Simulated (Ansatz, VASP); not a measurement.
## K: VASP beside Ansatz

```
CELL_PARAMETERS angstrom
-2.48710 2.48710 2.68345
2.48710 -2.48710 2.68345
2.48710 2.48710 -2.68345
ATOMIC_POSITIONS crystal
K 0.00000 0.00000 0.00000
```

Change from the starting cell: strain -0.050 along x and y, +0.025 along z, atoms carried along.

Alike in both runs: task single point; functional PBE; k mesh 14 × 14 × 14; occupations gaussian, width 0.15 eV; no spin polarisation.

|  | VASP | Ansatz |
| --- | --- | --- |
| version | VASP 6.6.1 | Ansatz 0.2.0 |
| potentials or method | VASP PAW PBE potentials, release 64 (K_sv), cutoff 520 eV | scalar-relativistic, plane waves, PAW |
| valence electrons in the cell | 9 | 9 |

|  | VASP | Ansatz | Ansatz less VASP |
| --- | --- | --- | --- |
| gap on the k mesh at the Fermi level (eV) | none | none | - |
| pressure (GPa) | 0.5 | 0.5 | +0.01 |

A gap of «none» marks a metal or a gap that the smearing closes.
